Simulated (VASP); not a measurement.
# Ti (P6_3/mmc) in VASP: further runs

The runs below take Ti through single point, with PBEsol.

Program: VASP 6.6.1. These are calculated values, not measurements. Logs are shortened: lines on timing, memory, paths and dates and some standing lists are left out, and cuts for length are marked.

## Step 1: The cell of the first run

It takes space group P6_3/mmc (No. 194, hexagonal). Conventional cell: a = 2.950 Å, b = 2.950 Å, c = 4.780 Å, α = 90.00°, β = 90.00°, γ = 120.00°. Ti (site symmetry -6m2) has 12 Ti at 2.93 to 2.95 Å within 3.9 Å.

## Step 2: Single point, PBEsol (zz strain of +2 %)

INCAR reads:

```
PREC = Accurate
ENCUT = 520
EDIFF = 1E-6
ISMEAR = -1
SIGMA = 0.08
LREAL = F
LASPH = T
NELM = 60
ALGO = Normal
ISIF = 2
LWAVE = F
LCHARG = F
GGA = PS
NBANDS = 19
```

KPOINTS reads:

```
Automatic mesh
0
Gamma
  13 13 7
```

POSCAR reads:

```
Ti
1.0
    2.9499978604      0.0000000000      0.0000000000
   -1.4749989302      2.5547730882      0.0000000000
    0.0000000000      0.0000000000      4.7797200000
Ti
2
Direct
    0.3333333333      0.6666666667      0.2500000000
    0.6666666667      0.3333333333      0.7500000000
```

Potentials or basis: VASP PAW PBE potentials, release 64 (Ti_sv).

Started as:

```bash
$ cat potpaw_PBE.64/Ti_sv/POTCAR > POTCAR
$ mpirun -np 1 vasp_std > vasp.out
```

OUTCAR:

```text
PREC = Accurate
   ENCUT = 520
   EDIFF = 1E-6
   ISMEAR = -1
   LREAL = F
   LASPH = T
   NELM = 60
   ISIF = 2
   GGA = PS

 ion  position               nearest neighbor table
   1  0.333  0.667  0.250-
   2  0.667  0.333  0.750-

  LATTYP: Found a hexagonal cell.
 ALAT       =     2.9499978604
 C/A-ratio  =     1.6202452429

  Lattice vectors:

 A1 = (   2.9499978604,   0.0000000000,   0.0000000000)
 A2 = (  -1.4749989302,   2.5547730882,   0.0000000000)
 A3 = (   0.0000000000,   0.0000000000,   4.7797200000)

Analysis of symmetry for initial positions (statically):
=====================================================================
 Subroutine PRICEL returns:
 Original cell was already a primitive cell.

 Routine SETGRP: Setting up the symmetry group for a
 hexagonal supercell.

 Subroutine GETGRP returns: Found 24 space group operations
 (whereof 12 operations were pure point group operations)
 out of a pool of 24 trial point group operations.

The static configuration has the point symmetry D_3d.
 The point group associated with its full space group is D_6h.

Analysis of symmetry for dynamics (positions and initial velocities):
=====================================================================
 Subroutine PRICEL returns:
 Original cell was already a primitive cell.

 Routine SETGRP: Setting up the symmetry group for a
 hexagonal supercell.

 Subroutine GETGRP returns: Found 24 space group operations
 (whereof 12 operations were pure point group operations)
 out of a pool of 24 trial point group operations.

The dynamic configuration has the point symmetry D_3d.
 The point group associated with its full space group is D_6h.

 Subroutine INISYM returns: Found 24 space group operations
 (whereof 12 operations are pure point group operations),
 and found     1 'primitive' translations

----------------------------------------------------------------------------------------

                                     Primitive cell

  volume of cell :      36.0227

  direct lattice vectors                    reciprocal lattice vectors
     2.949997860  0.000000000  0.000000000     0.338983297  0.195712098  0.000000000
    -1.474998930  2.554773088  0.000000000     0.000000000  0.391424195  0.000000000
[... 78 lines left out ...]
   ICHARG =      2    charge: 1-file 2-atom 10-const
   ISPIN  =      1    spin polarized calculation?
   LNONCOLLINEAR =      F non collinear calculations
   LSORBIT =      F    spin-orbit coupling
   LASPH  =      T    aspherical Exc in radial PAW
   ENCUT  =  520.0 eV  38.22 Ry    6.18 a.u.   5.49  5.49  8.89*2*pi/ulx,y,z
   NELM   =     60;   NELMIN=  2; NELMDL= -5     # of ELM steps
   EDIFF  = 0.1E-05   stopping-criterion for ELM
   LREAL  =      F    real-space projection
   EDIFFG = 0.1E-04   stopping-criterion for IOM
   NSW    =      0    number of steps for IOM
   IBRION =     -1    ionic relax: 0-MD 1-quasi-New 2-CG
   NFREE  =      0    steps in history (QN), initial steepest desc. (CG)
   ISIF   =      2    stress and relaxation
   ISYM   =      2    0-nonsym 1-usesym 2-fastsym
   POTIM  = 0.5000    time-step for ionic-motion
   TEBEG  =    0.0;   TEEND  =   0.0 temperature during run
   PSTRESS=    0.0 pullay stress
   NELECT =      24.0000    total number of electrons
   NUPDOWN=      -1.0000    fix difference up-down
   EMIN   =  10.00;   EMAX   =-10.00  energy-range for DOS
   EFERMI =   0.00;   METHOD = LEGACY
   ISMEAR =    -1;   SIGMA  =   0.08  broadening in eV -4-tet -1-fermi 0-gaus
   EFERMI_NEDOS =   21; number of points for ismear=-14 and -15
   IALGO  =     38    algorithm
   IMIX   =      4    mixing-type and parameters
     AMIX     =   0.40;   BMIX     =  1.00
     AMIX_MAG =   1.60;   BMIX_MAG =  1.00
  volume/ion in A,a.u.               =      18.01       121.55
  Fermi-wavevector in a.u.,A,eV,Ry     =   1.429837  2.701999 27.816196  2.044433
  Thomas-Fermi vector in A             =   2.549747
   LORBIT       =      0    0 simple, 1 ext, 2 COOP (PROOUT), +10 PAW based schemes
   GGA     = PS    functional components
   LHFCALC =     F    Hartree Fock is set to
   AEXX    =    0.0000 exact exchange contribution
   IVDW    =     0    specifies the selected vdW correction
   LEPSILON=     F    determine dielectric tensor
   LRPA    =     F    only Hartree local field effects (RPA)
 non-spin polarized calculation
  energy-cutoff  :      520.00
  volume of cell :       36.02
 maximum number of plane-waves:       996
 NGX is ok and might be reduce to    24
   NGX = 11   NGY = 11   NGZ = 17

 number of electron      23.9999994 magnetization

 Free energy of the ion-electron system (eV)
  ---------------------------------------------------
  ext. energy  EPLUGINS =         0.00000000
  ---------------------------------------------------
  free energy    TOTEN  =       -16.62866773 eV

  energy without entropy =      -16.57784312  energy(sigma->0) =      -16.60325543

 E-fermi :   7.8123     XC(G=0): -11.4621

 val. band max:        7.7982554430   @ k =   0.3846   0.2308   0.2857
 cond. band min:       7.8218074200   @ k =   0.2308   0.2308   0.4286
 fundamental gap:      0.0235519771
 Fermi energy:         7.8123368509

 k-point     1 :       0.0000    0.0000    0.0000
  band No.  band energies     occupation
      1     -48.8479      2.00000
      2     -48.7375      2.00000
      3     -25.4824      2.00000
      4     -24.9037      2.00000
      5     -24.9037      2.00000
      6     -24.8735      2.00000
[... 505 lines left out ...]
      6     -24.9293      2.00000
[... 11 lines left out ...]
     18       9.5384      0.00000
     19      10.9710      0.00000

 [... further k-points ...]

------------------------ aborting loop because EDIFF is reached ----------------------------------------

  FORCE on cell =-STRESS in cart. coord.  units (eV):
  Direction    XX          YY          ZZ          XY          YZ          ZX
  --------------------------------------------------------------------------------------
  -------------------------------------------------------------------------------------
  Total       -1.5776890     -1.5776890     -2.1276343      0.0000000      0.0000000      0.0000000
  in kB      -70.1706497    -70.1706497    -94.6304890      0.0000000      0.0000000      0.0000000
  external PRESSURE =     -78.3239294 kB  Pullay stress =       0.0000000 kB

 VOLUME and BASIS-vectors are now :
 -----------------------------------------------------------------------------
  energy-cutoff  :      520.00
  volume of cell :       36.02
      direct lattice vectors                 reciprocal lattice vectors
     2.949997860  0.000000000  0.000000000     0.338983297  0.195712098  0.000000000
    -1.474998930  2.554773088  0.000000000     0.000000000  0.391424195  0.000000000
     0.000000000  0.000000000  4.779720000     0.000000000  0.000000000  0.209217276

 POSITION                                       TOTAL-FORCE (eV/Angst)
 -----------------------------------------------------------------------------------
     -0.00000      1.70318      1.19493         0.000000     -0.000000      0.000000
      1.47500      0.85159      3.58479        -0.000000      0.000000      0.000000
 -----------------------------------------------------------------------------------
    total drift:                               -0.000000      0.000000     -0.000000

  FREE ENERGIE OF THE ION-ELECTRON SYSTEM (eV)
  ---------------------------------------------------
  free  energy   TOTEN  =       -16.6286677337 eV

  energy  without entropy=      -16.5778431238  energy(sigma->0) =      -16.60325543
```

stdout:

```text
POSCAR found type information on POSCAR Ti
 POSCAR found :  1 types and       2 ions
 scaLAPACK will be used
 -----------------------------------------------------------------------------
|                                                                             |
|                                                                             |
|     You enforced a specific xc type in the INCAR file but a different       |
|     I HOPE YOU KNOW WHAT YOU ARE DOING!                                     |
|                                                                             |
 -----------------------------------------------------------------------------

 LDA part: xc-table for (Slater+PW92), standard interpolation
 POSCAR, INCAR and KPOINTS ok, starting setup
 FFT: planning ... GRIDC
 FFT: planning ... GRID_SOFT
 FFT: planning ... GRID
 WAVECAR not read
 entering main loop
```

Run time: 17 s. Hardware: 1 thread of Intel Xeon 6975P-C (Granite Rapids), shared host; peak memory 0.18 GiB.

Results:

```yaml
Free_energy: -16.6287 eV
Pressure: -7.8 GPa
Band_gap_on_the_k_mesh: zero (band 12 reaches 8.56 eV, above the bottom of band 13 at 7.53 eV)
```

Stress tensor (GPa, compression positive):
```
-7.02  0.00  0.00
 0.00 -7.02  0.00
 0.00  0.00 -9.46
```

Levels at points of the mesh, in eV from the Fermi level:
| k point | band 8 | band 9 | band 10 | band 11 | band 12 | band 13 | band 14 | band 15 | band 16 | band 17 |
| --- | --- | --- | --- | --- | --- | --- | --- | --- | --- | --- |
| (0.00, 0.00, 0.00) | -32.63 | -6.10 | -2.61 | 0.51 | 0.75 | 0.80 | 0.80 | 1.23 | 1.23 | 1.68 |

Caveat: the cell differs from its parent crystal (zz strain of +2 %); the PAW data sets were made with another functional, which shifts forces and pressure a little.

## Step 3: Single point, PBEsol (equal xx and yy strain of +1 %)

INCAR reads:

```
ALGO     = Normal         # electronic algorithm
EDIFF    = 1E-6           # SCF threshold, eV
ENCUT    = 520            # plane-wave cutoff, eV
GGA      = PS             # functional
ISIF     = 2              # what is computed and relaxed
ISMEAR   = -1             # smearing method
LASPH    = T              # aspherical terms in the spheres
LCHARG   = F              # write CHGCAR
LREAL    = F              # projectors in reciprocal space
LWAVE    = F              # write WAVECAR
NBANDS   = 19             # bands
NELM     = 80             # most SCF steps
PREC     = Accurate       # precision mode
SIGMA    = 0.08           # smearing width, eV
```

KPOINTS reads:

```
k-points
0
Gamma
  13 13 7
```

POSCAR reads:

```
Ti
1.0
    2.9794978390      0.0000000000      0.0000000000
   -1.4897489195      2.5803208191      0.0000000000
    0.0000000000      0.0000000000      4.6860000000
Ti
2
Direct
    0.3333333333      0.6666666667      0.2500000000
    0.6666666667      0.3333333333      0.7500000000
```

Potentials or basis: VASP PAW PBE potentials, release 64 (Ti_sv).

Started as:

```bash
$ cat potpaw_PBE.64/Ti_sv/POTCAR > POTCAR
$ mpirun -np 1 vasp_std > vasp.out
```

Run time: 17 s. Hardware: 1 thread of Intel Xeon 6975P-C (Granite Rapids), shared host; peak memory 0.18 GiB.

The run converged. Its results:

| Quantity | Value |
| --- | --- |
| Free energy | -16.6330 eV |
| Pressure | -7.8 GPa |
| Band gap on the k mesh | zero (band 12 reaches 8.57 eV, above the bottom of band 13 at 7.51 eV) |

Stress tensor (GPa, compression positive):
```
-7.96  0.00  0.00
 0.00 -7.96  0.00
 0.00  0.00 -7.50
```

Levels at points of the mesh, in eV from the Fermi level:
```csv
k point,band 10,band 11,band 12,band 13,band 14,band 15
"(0.00, 0.00, 0.00)",-2.59,0.75,0.75,0.76,0.92,1.24
```

Caveat: the cell differs from its parent crystal (equal xx and yy strain of +1 %); the PAW data sets were made with another functional, which shifts forces and pressure a little.

## Step 4: Single point, PBEsol (volume scaled by 1.02)

INCAR reads:

```
SYSTEM = Ti
ALGO = Normal
EDIFF = 1E-7
ENCUT = 520
GGA = PS
ISIF = 2
ISMEAR = -1
LASPH = .True.
LCHARG = .False.
LREAL = .False.
LWAVE = .False.
NBANDS = 19
NELM = 80
PREC = Accurate
SIGMA = 0.08
```

KPOINTS reads:

```
k-points
0
Gamma
  13 13 7
  0 0 0
```

POSCAR reads:

```
Ti
1.0
    2.9695348394      0.0000000000      0.0000000000
   -1.4847674197      2.5716926084      0.0000000000
    0.0000000000      0.0000000000      4.7170340170
Ti
2
Direct
    0.3333333333      0.6666666667      0.2500000000
    0.6666666667      0.3333333333      0.7500000000
```

Started as:

```bash
$ cat potpaw_PBE.64/Ti_sv/POTCAR > POTCAR
$ mpirun -np 1 vasp_std > vasp.out
```

Wall time 18 s (1 thread of Intel Xeon 6975P-C (Granite Rapids), shared host); peak memory 0.17 GiB.

Results (log left out):

```yaml
Free_energy: -16.6331 eV
Pressure: -7.8 GPa
Band_gap_on_the_k_mesh: zero (band 12 reaches 8.59 eV, above the bottom of band 13 at 7.52 eV)
```

Stress tensor (GPa, compression positive):
```
-7.65  0.00  0.00
 0.00 -7.65  0.00
 0.00  0.00 -8.18
```

Levels at points of the mesh, in eV from the Fermi level:
| k point | band 10 | band 11 | band 12 | band 13 | band 14 | band 15 |
| --- | --- | --- | --- | --- | --- | --- |
| (0.00, 0.00, 0.00) | -2.59 | 0.68 | 0.77 | 0.77 | 0.86 | 1.24 |

Caveat: the PAW data sets were made with another functional, which shifts forces and pressure a little.

## Step 5: Single point, PBEsol (zz strain of +3 %)

INCAR reads:

```
PREC = Accurate ; ENCUT = 520
EDIFF = 1E-7 ; ISMEAR = -1
SIGMA = 0.08 ; LREAL = F
LASPH = T ; NELM = 100
ALGO = Normal ; ISIF = 2
LWAVE = F ; LCHARG = F
GGA = PS ; NBANDS = 19
```

KPOINTS reads:

```
Automatic mesh
0
Gamma
  13 13 7
```

POSCAR reads:

```
Ti
1.0
    2.9499978604      0.0000000000      0.0000000000
   -1.4749989302      2.5547730882      0.0000000000
    0.0000000000      0.0000000000      4.8265800000
Ti
2
Direct
    0.3333333333      0.6666666667      0.2500000000
    0.6666666667      0.3333333333      0.7500000000
```

Started as:

```bash
$ cat potpaw_PBE.64/Ti_sv/POTCAR > POTCAR
$ mpirun -np 1 vasp_std > vasp.out
```

It took 20 s on 1 thread of Intel Xeon 6975P-C (Granite Rapids), shared host; peak memory 0.18 GiB.

Results (log left out):

```yaml
Free_energy: -16.6063 eV
Pressure: -8.7 GPa
Band_gap_on_the_k_mesh: zero (band 12 reaches 8.40 eV, above the bottom of band 13 at 7.43 eV)
```

Stress tensor (GPa, compression positive):
```
 -7.58   0.00   0.00
  0.00  -7.58   0.00
  0.00   0.00 -10.90
```

Levels at points of the mesh, in eV from the Fermi level:
```
           k point  band 8  band 9  band 10  band 11  band 12  band 13  band 14  band 15  band 16  band 17
(0.00, 0.00, 0.00)  -32.65   -6.08    -2.59     0.41     0.69     0.80     0.80     1.22     1.22     1.71
```

Caveat: the cell differs from its parent crystal (zz strain of +3 %); the PAW data sets were made with another functional, which shifts forces and pressure a little.

## Step 6: Single point, PBEsol (equal xx and yy strain of +2 %)

INCAR reads:

```
SYSTEM = Ti
ALGO = Normal ; EDIFF = 1E-6
ENCUT = 520 ; GGA = PS
ISIF = 2 ; ISMEAR = -1
LASPH = .True. ; LCHARG = .False.
LREAL = .False. ; LWAVE = .False.
NBANDS = 19 ; NELM = 100
PREC = Accurate ; SIGMA = 0.08
```

KPOINTS reads:

```
k-points
0
Gamma
  13 13 7
  0 0 0
```

POSCAR reads:

```
Ti
1.0
    3.0089978176      0.0000000000      0.0000000000
   -1.5044989088      2.6058685500      0.0000000000
    0.0000000000      0.0000000000      4.6860000000
Ti
2
Direct
    0.3333333333      0.6666666667      0.2500000000
    0.6666666667      0.3333333333      0.7500000000
```

Potentials or basis: VASP PAW PBE potentials, release 64 (Ti_sv).

Started as:

```bash
$ cat potpaw_PBE.64/Ti_sv/POTCAR > POTCAR
$ mpirun -np 1 vasp_std > vasp.out
```

Wall time 19 s (1 thread of Intel Xeon 6975P-C (Granite Rapids), shared host); peak memory 0.18 GiB.

It converged, with:

| Item | Value |
| --- | --- |
| Free energy | -16.5930 eV |
| Pressure | -9.5 GPa |
| Band gap on the k mesh | zero (band 12 reaches 8.35 eV, above the bottom of band 13 at 7.31 eV) |

Stress tensor (GPa, compression positive):
```
-9.92  0.00  0.00
 0.00 -9.92  0.00
 0.00  0.00 -8.59
```

Levels at points of the mesh, in eV from the Fermi level:
```
           k point  band 8  band 9  band 10  band 11  band 12  band 13  band 14  band 15  band 16  band 17
(0.00, 0.00, 0.00)  -32.72   -6.06    -2.53     0.73     0.73     0.80     0.96     1.22     1.22     1.45
```

Caveat: the cell differs from its parent crystal (equal xx and yy strain of +2 %); the PAW data sets were made with another functional, which shifts forces and pressure a little.

## Step 7: Overview

| cell | gap on the mesh (eV) | pressure (GPa) |
| --- | --- | --- |
| a = 2.950, b = 2.950, c = 4.780 Å, angles 90.0, 90.0, 120.0°, 2 atoms | none | -7.8 |
| a = 2.979, b = 2.979, c = 4.686 Å, angles 90.0, 90.0, 120.0°, 2 atoms | none | -7.8 |
| a = 2.970, b = 2.970, c = 4.717 Å, angles 90.0, 90.0, 120.0°, 2 atoms | none | -7.8 |
| a = 2.950, b = 2.950, c = 4.827 Å, angles 90.0, 90.0, 120.0°, 2 atoms | none | -8.7 |
| a = 3.009, b = 3.009, c = 4.686 Å, angles 90.0, 90.0, 120.0°, 2 atoms | none | -9.5 |

Alike in all rows: task single point; level PBEsol; potentials or basis VASP PAW PBE potentials, release 64 (Ti_sv); no spin polarisation; k mesh 13 × 13 × 7; cutoff (eV) 520; smearing fermi-dirac 0.08 eV.

Caveats: the PAW data sets were made with another functional, which shifts forces and pressure a little.

Total energies depend on the potentials used, so only differences within one code and one set of settings carry meaning.
